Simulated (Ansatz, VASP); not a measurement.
# TiB2: VASP beside Ansatz

Contents of INCAR:

```
SYSTEM = TiB2
PREC = Accurate
ENCUT = 520
EDIFF = 1E-8
ISMEAR = -1
SIGMA = 0.03
LREAL = .False.
LASPH = .True.
NELM = 60
ALGO = Normal
ISIF = 2
LWAVE = .False.
LCHARG = .False.
GGA = PS
LEFG = .True.
NBANDS = 16
```

File KPOINTS:

```
regular mesh
0
Gamma
  14 14 11
  0 0 0
```

POSCAR

```
TiB2
1.0
    2.9673604788      0.0000000000      0.0000000000
   -1.4836802394      2.5698095569      0.0000000000
    0.0000000000      0.0000000000      3.1624957934
Ti B
1 2
Direct
    0.0000000000      0.0000000000      0.0000000000
    0.3333333333      0.6666666667      0.5000000000
    0.6666666667      0.3333333333      0.5000000000
```

Input for Ansatz:

```yaml
crystal:
  lattice:
    - [2.9673604788, 0.0, 0.0]
    - [-1.4836802394, 2.5698095569, 0.0]
    - [0.0, 0.0, 3.1624957934]
  atoms:
    - { symbol: Ti, position: [0.0, 0.0, 0.0] }
    - { symbol: B, position: [0.3333333333, 0.6666666667, 0.5] }
    - { symbol: B, position: [0.6666666667, 0.3333333333, 0.5] }
kpoints:
  mp_grid: { grid: [14, 14, 11] }
scf:
  occupations: { method: fermi_dirac, width: 0.03 }
hamiltonian:
  xc: pbesol
  pseudopotentials: { kind: paw }
output:
  forces: true
  stress: true
  eigenvalues: true
  efg: { contact_densities: true }
```

Change from the starting cell: volume scaled by 0.94, PAW files.

Alike in both runs: task electric field gradients; functional PBEsol; k mesh 14 × 14 × 11; occupations fermi-dirac, width 0.03 eV; no spin polarisation.

```csv
,VASP,Ansatz
version,VASP 6.6.1,Ansatz 0.2.0
potentials or method,"VASP PAW PBE potentials, release 64 (Ti_sv, B)","PAW with Ansatz's default frozen-core files, scalar-relativistic"
plane-wave cutoff (eV),520,420
valence electrons in the cell,18,18
```

|  | VASP | Ansatz | Ansatz less VASP |
| --- | --- | --- | --- |
| pressure (GPa) | 12.5 | 12.1 | -0.39 |
| traceless stress, the component that is largest in VASP (GPa) | -4.61 | -4.52 | +0.099 |
| size of Vzz on the site where it differs most (V/Å²) | 19.3 | 21.5 | +2.14 |

VASP's potentials were made for PBE, not for PBEsol.
